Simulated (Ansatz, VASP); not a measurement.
## One calculation of SnO, two programs

POSCAR

```
SnO
1.0
    0.0000000000      2.7082147278      2.7082147278
    2.7082147278      0.0000000000      2.7082147278
    2.7082147278      2.7082147278      0.0000000000
Sn O
1 1
Direct
    0.0000000000      0.0000000000      0.0000000000
    0.2500000000      0.2500000000      0.2500000000
```

INCAR.step1

```
  PREC = Accurate
  ENCUT = 520
  EDIFF = 1E-5
  ISMEAR = -1
  SIGMA = 0.02
  LREAL = F
  LASPH = T
  NELM = 120
  ALGO = Normal
  ISIF = 2
  LWAVE = T
  LCHARG = F
  NBANDS = 17
  GGA = PE
  GGA_COMPAT = F
```

The input INCAR.step2:

```
  PREC = Accurate
  ENCUT = 520
  EDIFF = 1E-6
  ISMEAR = -1
  SIGMA = 0.02
  LREAL = F
  LASPH = T
  NELM = 120
  ALGO = Normal
  ISIF = 2
  LWAVE = F
  LCHARG = F
  GGA = PE
  LHFCALC = T
  AEXX = 0.5
  HFSCREEN = 0.5
  PRECFOCK = Normal
  NBANDS = 17
  ISTART = 1
  GGA_COMPAT = F
```

KPOINTS

```
regular mesh
0
Gamma
  4 4 4
```

Input for Ansatz:

```yaml
crystal:
  lattice:
    - [0.0, 2.7082147278, 2.7082147278]
    - [2.7082147278, 0.0, 2.7082147278]
    - [2.7082147278, 2.7082147278, 0.0]
  atoms:
    - { symbol: Sn, position: [0.0, 0.0, 0.0] }
    - { symbol: O, position: [0.25, 0.25, 0.25] }
kpoints:
  mp_grid: { grid: [4, 4, 4] }
hamiltonian:
  xc: { exchange: pbe, correlation: pbe, exx: { coeff: 0.5, omega: 0.5 } }
scf:
  occupations: { method: fermi_dirac, width: 0.02 }
  n_extra_bands: 4
output:
  forces: true
  stress: true
  eigenvalues: true
```

Alike in both runs: task single point; functional PBE-based screened hybrid; k mesh 4 × 4 × 4; occupations fermi-dirac, width 0.02 eV; no spin polarisation.

|  | VASP | Ansatz |
| --- | --- | --- |
| version | VASP 6.6.1 | Ansatz 0.2.0 |
| potentials or method | VASP PAW PBE potentials, release 64 (Sn_d, O) | plane waves |
| plane-wave cutoff (eV) | 520 | 420 |
| valence electrons in the cell | 20 | 20 |

Ansatz gave:

```
pressure (GPa) : -2.3
```

Task: What did VASP give for the same quantities?

Result: Pressure (GPa): -2.1.

VASP's potentials were made for PBE, not for PBE-based screened hybrid. Ansatz's warnings: filled band counts differ across k points, stress exchange threshold loose, stress scf threshold loose.

The k mesh is coarse, so the values compare programs but aren't converged.
